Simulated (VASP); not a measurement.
Crystal: Ti.

```
CELL_PARAMETERS angstrom
0.00000 2.06500 2.06500
2.06500 0.00000 2.06500
2.06500 2.06500 0.00000
ATOMIC_POSITIONS crystal
Ti 0.00000 0.00000 0.00000
```

This isn't the form of Ti at room conditions, which is hcp.

```yaml
Program: VASP 6.6.1
Task: relaxation of cell and atoms
Functional: PBEsol
Potentials_or_basis: VASP PAW PBE potentials, release 64 (Ti_sv)
Cutoff: 500 eV
k_mesh: 17 × 17 × 17
Occupations: methfessel-paxton, width 0.05 eV
Spin: no spin polarisation
```

At the start: pressure -6.0 GPa; volume 17.61 Å³/atom.

**Question.** How do energy, volume and symmetry change on relaxing?

**Answer.** Over 3 steps the energy falls by 19.1 meV/atom and the volume is 16.63 Å³/atom (-5.6 %); space group Fm-3m (No. 225, to 0.1 Å) before and after.

The path:
```
step  energy change (eV)  largest force (eV/Å)  pressure (GPa)  volume (Å³)
   1              0.0000                0.0000           -5.96        17.61
   2             -0.0101                0.0000            4.70        15.99
   3             -0.0191                0.0000           -0.02        16.63
```

Final structure:
```
Ti
1.0
     0.00000    2.02585    2.02585
     2.02585    0.00000    2.02585
     2.02585    2.02585    0.00000
Ti
1
Direct
  0.00000 0.00000 0.00000
```

Caveat: the PAW data sets were made with another functional, which shifts forces and pressure a little.
